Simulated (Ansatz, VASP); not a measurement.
One calculation of InSb, two programs

INCAR

```
SYSTEM = InSb
ALGO = Normal
EDIFF = 1E-6
ENCUT = 500
GGA = PS
GGA_COMPAT = .False.
ISIF = 2
ISMEAR = 0
LASPH = .True.
LCHARG = .False.
LREAL = .False.
LWAVE = .False.
NBANDS = 26
NELM = 120
PREC = Accurate
SIGMA = 0.15
```

File KPOINTS:

```
k-points
0
Gamma
  12 12 10
  0 0 0
```

POSCAR

```
InSb
1.0
    3.0049732821     -2.6974903742      0.0000000000
    3.0049732821      2.6974903742      0.0000000000
    0.0000000000      0.0000000000      5.6057135583
In Sb
2 2
Direct
    0.3562173864      0.6437826136      0.2500000000
    0.6437826136      0.3562173864      0.7500000000
    0.8447372402      0.1552627598      0.2500000000
    0.1552627598      0.8447372402      0.7500000000
```

Input for Ansatz:

```yaml
crystal:
  lattice:
    - [3.0049732821, -2.6974903742, 0.0]
    - [3.0049732821, 2.6974903742, 0.0]
    - [0.0, 0.0, 5.6057135583]
  atoms:
    - { symbol: In, position: [0.3562173864, 0.6437826136, 0.25] }
    - { symbol: In, position: [0.6437826136, 0.3562173864, 0.75] }
    - { symbol: Sb, position: [0.8447372402, 0.1552627598, 0.25] }
    - { symbol: Sb, position: [0.1552627598, 0.8447372402, 0.75] }
basis:
  ecutwfc: 420
kpoints:
  mp_grid: { grid: [12, 12, 10] }
hamiltonian:
  xc: pbesol
scf:
  occupations: { method: gaussian, width: 0.15 }
output:
  forces: true
  stress: true
  eigenvalues: true
```

Change from the starting cell: strain -0.1500 x Voigt [0, 1, 0, 0, 0, 0], atoms carried along.

Alike in both runs: task single point; functional PBEsol; k mesh 12 × 12 × 10; occupations gaussian, width 0.15 eV; no spin polarisation.

|  | VASP | Ansatz |
| --- | --- | --- |
| version | VASP 6.6.1 | Ansatz 0.2.0 |
| potentials or method | VASP PAW PBE potentials, release 64 (In_d, Sb), cutoff 500 eV | scalar-relativistic, plane waves, PAW |
| valence electrons in the cell | 36 | 56 |

```tsv
	VASP	Ansatz	Ansatz less VASP
gap on the k mesh at the Fermi level (eV)	none	none	-
pressure (GPa)	17.3	17.2	-0.14
traceless stress, the component that is largest in VASP (GPa)	18.35	18.31	-0.042
rms of the force components (eV/Å)	0.418	0.412	-0.0055
```

VASP's potentials were made for PBE, not for PBEsol. Atom by atom the forces differ by 0.006 eV/Å (rms over components). A gap of «none» marks a metal or a gap that the smearing closes. VASP's potentials hold 36 valence electrons a cell and Ansatz's 56, so a difference there can come from the potentials and not from the codes.

Spin-orbit coupling is off throughout.
